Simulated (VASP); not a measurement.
A run of VASP 6.6.1 is set up as follows.

File POSCAR:

```
Ru
1.0
    2.7954732277      0.0000000000      0.0000000000
   -1.3977366139      2.4209508308      0.0000000000
    0.0000000000      0.0000000000      8.9725312264
Ru
4
Direct
    0.0000000000      0.0000000000      0.0000000000
    0.0000000000      0.0000000000      0.5000000000
    0.3333333333      0.6666666667      0.2500000000
    0.6666666667      0.3333333333      0.7500000000
```

File INCAR.step1:

```
SYSTEM = Ru
ALGO = Normal ; EDIFF = 1E-4
ENCUT = 520 ; GGA = PE
ISMEAR = -1 ; LASPH = .True.
LCHARG = .False. ; LREAL = .False.
LWAVE = .True. ; NBANDS = 36
NELM = 100 ; PREC = Accurate
SIGMA = 0.1
```

The input INCAR.step2:

```
SYSTEM = Ru
ALGO = Normal ; EDIFF = 1E-6
ENCUT = 520 ; ISIF = 2
ISMEAR = -1 ; ISTART = 1
LASPH = .True. ; LCHARG = .True.
LELF = .True. ; LMIXTAU = .True.
LREAL = .False. ; LVHAR = .True.
LWAVE = .False. ; METAGGA = R2SCAN
NBANDS = 36 ; NELM = 100
PREC = Accurate ; SIGMA = 0.1
```

Contents of KPOINTS:

```
k-points
0
Gamma
  15 15 4
  0 0 0
```

Potentials or basis: VASP PAW PBE potentials, release 64 (Ru_pv).

Run with:

```bash
$ cat potpaw_PBE.64/Ru_pv/POTCAR > POTCAR
$ cp INCAR.step1 INCAR
$ mpirun -np 1 vasp_std > vasp.out
$ cp INCAR.step2 INCAR
$ mpirun -np 1 vasp_std > vasp.out
```

Question: What does it give for the band gap on the k mesh?

Answer: Zero (band 28 reaches 12.11 eV, above the bottom of band 29 at 9.68 eV).

Question: Estimate the pressure.

Answer: -27.8 GPa.

Stress tensor (GPa, compression positive):
```
-27.82   0.00   0.00
  0.00 -27.82   0.00
  0.00   0.00 -27.90
```

Caveat: the PAW data sets were made with another functional, which shifts forces and pressure a little.
